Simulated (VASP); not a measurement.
Wanted: the native input for a VASP 6.6.1 run.

```
Task                   : single point
Functional             : LDA
Potentials or basis    : VASP PAW LDA potentials, release 64 (Ti_sv)
Cutoff                 : 520 eV
k mesh                 : 9 × 9 × 4
Occupations            : gaussian, width 0.1 eV
Spin                   : no spin polarisation
Dipole correction      : no
Further INCAR settings : ALGO = Normal; EDIFF = 1e-07; NBANDS = 19
```

The structure of Ti lies in POSCAR:

```
Ti
1.0
    2.9357319200      0.0000000000      0.0000000000
   -1.4678659600      2.5424184200      0.0000000000
    0.0000000000      0.0000000000      4.6408561500
Ti
2
Direct
    0.3333333300      0.6666666700      0.2500000000
    0.6666666700      0.3333333300      0.7500000000
```

These files were run (other wordings do the same):

INCAR

```
SYSTEM = Ti
ALGO     = Normal         ! electronic algorithm
EDIFF    = 1E-7           ! SCF threshold, eV
ENCUT    = 520            ! plane-wave cutoff, eV
GGA      = CA             ! functional
ISIF     = 2              ! what is computed and relaxed
ISMEAR   = 0              ! smearing method
LASPH    = .True.         ! aspherical terms in the spheres
LCHARG   = .False.        ! write CHGCAR
LREAL    = .False.        ! projectors in reciprocal space
LWAVE    = .False.        ! write WAVECAR
NBANDS   = 19             ! bands
NELM     = 60             ! most SCF steps
PREC     = Accurate       ! precision mode
SIGMA    = 0.1            ! smearing width, eV
```

KPOINTS

```
k-points
0
Gamma
  9 9 4
  0 0 0
```

Potentials or basis: VASP PAW LDA potentials, release 64 (Ti_sv).

Command:

```sh
$ cat potpaw_LDA.64/Ti_sv/POTCAR > POTCAR
$ mpirun -np 1 vasp_std > vasp.out
```

Results of the run:

| Quantity | Value |
| --- | --- |
| Pressure | -8.3 GPa |
| Band gap on the k mesh | zero (band 12 reaches 8.86 eV, above the bottom of band 13 at 7.94 eV) |

Wall time 26 s on 1 thread of AMD EPYC 7R13 Processor (Zen 3), on a shared host, peak memory 0.11 GiB.
